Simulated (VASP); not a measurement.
**SnTe: single point with PBEsol**

The system is SnTe.

```
Sn Te
1.0
    -0.15091    3.08288    3.08288
     3.08288   -0.15091    3.08288
     3.08288    3.08288   -0.15091
Sn Te
1 1
Direct
  0.00000 0.00000 0.00000
  0.50000 0.50000 0.50000
```

This cell differs from its parent crystal: ratio of the length along [111] to the lengths across it x 0.93, volume and fractional coordinates fixed.

* Program: VASP 6.6.1
* Task: single point
* Functional: PBEsol
* Potentials or basis: VASP PAW PBE potentials, release 64 (Sn_d, Te)
* Cutoff: 520 eV
* k mesh: 10 × 10 × 10
* Occupations: gaussian, width 0.03 eV
* Spin: no spin polarisation
* Dipole correction: no
* Further INCAR settings: ALGO = Normal; EDIFF = 1e-06; NBANDS = 17

```
Pressure               : -0.6 GPa
Band gap on the k mesh : zero (band 10 reaches 6.69 eV, above the bottom of band 11 at 6.39 eV)
```

Stress tensor (GPa, compression positive):
```
-0.61  0.74  0.74
 0.74 -0.61  0.74
 0.74  0.74 -0.61
```

Levels at points of the mesh, in eV from the Fermi level:
```csv
k point,band 6,band 7,band 8,band 9,band 10,band 11,band 12,band 13,band 14,band 15
"(0.00, 0.00, 0.00)",-12.74,-4.75,-2.28,-2.28,-1.65,3.23,3.45,3.45,4.47,4.47
"(0.50, 0.00, 0.00)",-11.50,-8.36,-1.76,-1.55,-0.01,0.26,0.37,0.79,7.47,8.09
"(0.50, 0.50, 0.00)",-11.16,-6.46,-5.52,-3.92,-3.41,2.19,4.74,4.96,6.29,8.94
"(0.50, 0.50, 0.50)",-11.34,-8.07,-1.98,-1.98,-0.38,-0.31,0.07,0.07,8.00,9.04
```

Run time: 70 s on 1 thread of Intel(R) Xeon(R) Platinum 8488C (Sapphire Rapids), with other jobs on the host, peak memory 0.26 GiB.

Caveat: the PAW data sets were made with another functional, which shifts forces and pressure a little; spin-orbit coupling is left out, which moves the levels of the heavy elements.
